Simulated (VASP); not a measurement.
Pt:

```xyz
2
Lattice="2.8158 0.0000 0.0000 -1.4079 2.4386 0.0000 0.0000 0.0000 4.5616" Properties=species:S:1:pos:R:3 pbc="T T T"
Pt    0.0000    1.6257    1.1404
Pt    1.4079    0.8129    3.4212
```

```yaml
Program: VASP 6.6.1
Task: relaxation of cell and atoms
Functional: PBE
Potentials_or_basis: VASP PAW PBE potentials, release 64 (Pt)
Cutoff: 600 eV
k_mesh: 17 × 17 × 9
Occupations: fermi-dirac, width 0.05 eV
Spin: no spin polarisation
```

At the start: pressure 1.0 GPa; volume 15.66 Å³/atom.

Q: How do energy, volume and symmetry change on relaxing?

A: Over 8 steps the energy falls by 22.2 meV/atom and the volume is 15.73 Å³/atom (+0.4 %); space group P6_3/mmc (No. 194, to 0.05 Å).

Step by step:
```
step  energy change (eV)  largest force (eV/Å)  pressure (GPa)  volume (Å³)
   1              0.0000                0.0000            1.02        31.32
   2             -0.0362                0.0000           -2.57        31.75
   3             -0.0388                0.0000           -3.37        31.88
   4             -0.0071                0.0000            8.46        30.58
   5             -0.0441                0.0000           -0.43        31.51
   6             -0.0442                0.0000           -0.36        31.51
   7             -0.0443                0.0000            0.14        31.43
   8             -0.0444                0.0000           -0.02        31.45
```

Final structure:
```yaml
crystal:
  lattice:
    - [2.76076, 0.00000, 0.00000]
    - [-1.38038, 2.39089, 0.00000]
    - [0.00000, 0.00000, 4.76503]
  atoms:
    - { symbol: Pt, position: [0.33333, 0.66667, 0.25000] }
    - { symbol: Pt, position: [0.66667, 0.33333, 0.75000] }
```
